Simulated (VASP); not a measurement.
Write the native input for VASP 6.6.1 that does the following.

```yaml
Task: single point
Functional: PBE
Dispersion: D3(BJ)
Potentials_or_basis: VASP PAW PBE potentials, release 64 (C)
Cutoff: 520 eV
k_mesh: 21 × 21 × 8
Occupations: gaussian, width 0.15 eV
Spin: no spin polarisation
Dipole_correction: no
Further_INCAR_settings: ALGO = Normal; EDIFF = 1e-06; NBANDS = 16
```

The structure of C lies in POSCAR:

```
C
1.0
    2.6191165324      0.0000000000      0.0000000000
   -1.3095582662      2.2682214525      0.0000000000
    0.0000000000      0.0000000000      5.9707999589
C
4
Direct
    0.0000000000      0.0000000000      0.0025000000
    0.0000000000      0.0000000000      0.5025000000
    0.3333333333      0.6666666667      0.0025000000
    0.6666666667      0.3333333333      0.5025000000
```

This cell differs from its parent crystal: volume 8.868 Å^3 an atom, c/a of the conventional cell 2.2797.

These files were run (other wordings do the same):

INCAR

```
SYSTEM = C
PREC = Accurate
ENCUT = 520
EDIFF = 1E-6
ISMEAR = 0
SIGMA = 0.15
LREAL = .False.
LASPH = .True.
NELM = 80
ALGO = Normal
ISIF = 2
LWAVE = .False.
LCHARG = .False.
GGA = PE
IVDW = 12
NBANDS = 16
```

KPOINTS

```
Automatic mesh
0
Gamma
  21 21 8
  0 0 0
```

Potentials or basis: VASP PAW PBE potentials, release 64 (C).

Command:

```sh
$ cat potpaw_PBE.64/C/POTCAR > POTCAR
$ mpirun -np 1 vasp_std > vasp.out
```

It gave:

The pressure is -41.8 GPa and the band gap on the k mesh is zero (band 8 reaches 4.66 eV, above the bottom of band 9 at 4.54 eV). The dispersion energy per atom is -0.167 eV.

Wall time 79 s on 1 thread of Intel Xeon 6975P-C (shared host), peak memory 0.23 GiB.
